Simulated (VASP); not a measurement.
Here is a VASP 6.6.1 calculation.

Contents of POSCAR:

```
AlGaN2
1.0
    3.0923030491      0.0000000000      0.0000000000
    0.0000000000      3.0923030491      0.0000000000
    0.0000000000      0.0000000000      4.3550788925
Al Ga N
1 1 2
Direct
    0.5000000000      0.5000000000      0.5000000000
    0.0000000000      0.0000000000      0.0000000000
    0.5000000000      0.0000000000      0.7390100959
    0.0000000000      0.5000000000      0.2609899041
```

The input INCAR.step1:

```
ALGO = Normal
EDIFF = 1E-4
ENCUT = 520
GGA = PE
ISMEAR = 0
LASPH = T
LCHARG = F
LREAL = F
LWAVE = T
NBANDS = 21
NELM = 100
PREC = Accurate
SIGMA = 0.02
```

Contents of INCAR.step2:

```
ALGO = Normal
EDIFF = 1E-7
ENCUT = 520
ISIF = 2
ISMEAR = 0
ISTART = 1
LASPH = T
LCHARG = F
LMIXTAU = T
LREAL = F
LWAVE = F
METAGGA = R2SCAN
NBANDS = 21
NELM = 100
PREC = Accurate
SIGMA = 0.02
```

KPOINTS

```
k-points
0
Gamma
  8 8 6
```

Potentials or basis: VASP PAW PBE potentials, release 64 (Al, Ga_d, N).

Run with:

```bash
$ cat potpaw_PBE.64/Al/POTCAR potpaw_PBE.64/Ga_d/POTCAR potpaw_PBE.64/N/POTCAR > POTCAR
$ cp INCAR.step1 INCAR
$ mpirun -np 1 vasp_std > vasp.out
$ cp INCAR.step2 INCAR
$ mpirun -np 1 vasp_std > vasp.out
```

Q: What does it give for the largest force?

A: 0.099 eV/Å.

Q: Predict the band gap on the k mesh.

A: 3.73 eV.

Q: Predict the pressure.

A: 10.6 GPa.

Forces in eV/Å, atoms in the order of the input:
```
Al   0.000  0.000  0.000
Ga   0.000  0.000  0.000
N    0.000  0.000 -0.099
N    0.000  0.000  0.099
```

Caveat: the cell stands under pressure; the PAW data sets were made with another functional, which shifts forces and pressure a little. A k mesh can miss the band edges.
